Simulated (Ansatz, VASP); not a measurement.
## Two plane-wave programs on TaGe4Pt

File INCAR:

```
SYSTEM = TaGe4Pt
ALGO     = Normal         ! electronic algorithm
EDIFF    = 1E-7           ! SCF threshold, eV
EDIFFG   = -0.08          ! ionic threshold
ENCUT    = 600            ! plane-wave cutoff, eV
GGA      = PE             ! functional
IBRION   = 2              ! ionic algorithm
ISIF     = 3              ! what is computed and relaxed
ISMEAR   = 0              ! smearing method
LASPH    = .True.         ! aspherical terms in the spheres
LCHARG   = .False.        ! write CHGCAR
LREAL    = .False.        ! projectors in reciprocal space
LWAVE    = .False.        ! write WAVECAR
NELM     = 60             ! most SCF steps
NSW      = 36             ! ionic steps
PREC     = Accurate       ! precision mode
SIGMA    = 0.2            ! smearing width, eV
```

KPOINTS

```
k-points
0
Gamma
  5 5 2
  0 0 0
```

POSCAR

```
TaGe4Pt
1.0
    3.7054165500      0.0000000000      0.0000000000
   -1.8527082700      3.2089848600      0.0000000000
    0.0000000000      0.0000000000      8.8569560700
Ta Ge Pt
1 4 1
Direct
    0.0000000000      0.0000000000      0.0000000000
    0.3333333300      0.6666666700      0.1858685500
    0.3333333300      0.6666666700      0.8141314500
    0.6666666700      0.3333333300      0.8141314500
    0.6666666700      0.3333333300      0.1858685500
    0.0000000000      0.0000000000      0.5000000000
```

Input for Ansatz:

```yaml
crystal:
  lattice:
    - [3.70541655, 0.0, 0.0]
    - [-1.85270827, 3.20898486, 0.0]
    - [0.0, 0.0, 8.85695607]
  atoms:
    - { symbol: Ta, position: [0.0, 0.0, 0.0] }
    - { symbol: Ge, position: [0.33333333, 0.66666667, 0.18586855] }
    - { symbol: Ge, position: [0.33333333, 0.66666667, 0.81413145] }
    - { symbol: Ge, position: [0.66666667, 0.33333333, 0.81413145] }
    - { symbol: Ge, position: [0.66666667, 0.33333333, 0.18586855] }
    - { symbol: Pt, position: [0.0, 0.0, 0.5] }
basis:
  ecutwfc: 420
kpoints:
  mp_grid: { grid: [5, 5, 2] }
hamiltonian:
  xc: pbe
scf:
  occupations: { method: gaussian, width: 0.2 }
  lower_state_search: "off"
output:
  forces: true
  stress: true
  eigenvalues: true
relax:
  adjacent_minimum: "off"
  f_tol: 0.08
  max_steps: 16
  cell: { stress_tol: 0.8 }
```

Alike in both runs: task relaxation of cell and atoms; functional PBE; k mesh 5 × 5 × 2; occupations gaussian, width 0.2 eV; no spin polarisation.

```csv
,VASP,Ansatz
version,VASP 6.6.1,Ansatz 0.2.0
potentials or method,"VASP PAW PBE potentials, release 64 (Ta_pv, Ge_d, Pt), cutoff 600 eV","scalar-relativistic, plane waves, PAW"
valence electrons in the cell,77,87
```

|  | VASP | Ansatz | Ansatz less VASP |
| --- | --- | --- | --- |
| gap on the k mesh at the Fermi level, each at its own relaxed structure (eV) | none | none | - |
| relaxed volume (Å³/atom) | 17.29 | 17.15 | -0.140 |
| relaxed cell length with the largest relative difference (Å) | 4.690 | 4.671 | -0.0183 |

A gap of «none» marks a metal or a gap that the smearing closes. VASP's potentials hold 77 valence electrons a cell and Ansatz's 87, so a difference there can come from the potentials and not from the codes.

The k mesh is coarse, so the values compare programs but aren't converged. Spin-orbit coupling is off throughout.
